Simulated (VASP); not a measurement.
Bi3H, 4 atoms in the cell. The structure is cubic, space group Pm-3m (No. 221). The conventional cell has a = 4.746 Å, b = 4.746 Å, c = 4.746 Å, α = 90.00°, β = 90.00°, γ = 90.00°. Within 4.4 Å of Bi (site symmetry 4/mmm) lie 8 Bi at 3.36 Å and 4 H at 3.36 Å. H (site symmetry m-3m) has 12 Bi at 3.36 Å within 4.4 Å. 

```yaml
Program: VASP 6.6.1
Task: relaxation of cell and atoms
Functional: PBE
Potentials_or_basis: VASP PAW PBE potentials, release 64 (Bi_d, H)
Cutoff: 600 eV
k_mesh: 10 × 10 × 10
Occupations: gaussian, width 0.1 eV
Spin: no spin polarisation
Dipole_correction: no
Further_INCAR_settings: ALGO = Normal; EDIFF = 1e-06; IBRION = 2; EDIFFG = -0.01; NSW = 100; ISIF = 3
```

Potentials or basis: VASP PAW PBE potentials, release 64 (Bi_d, H).

Launch:

```bash
$ cat potpaw_PBE.64/Bi_d/POTCAR potpaw_PBE.64/H/POTCAR > POTCAR
$ mpirun -np 1 vasp_std > vasp.out
```

Hardware: 1 thread of Oxide Virtual Turin-like Processor (shared host).

Task: How long does it take, and how much memory?

Result: Wall time 4.5 min on 1 thread of Oxide Virtual Turin-like Processor, with other jobs on the host, peak memory 0.3 GiB. Counts: scf iterations 12, k points 56, ion steps 1.
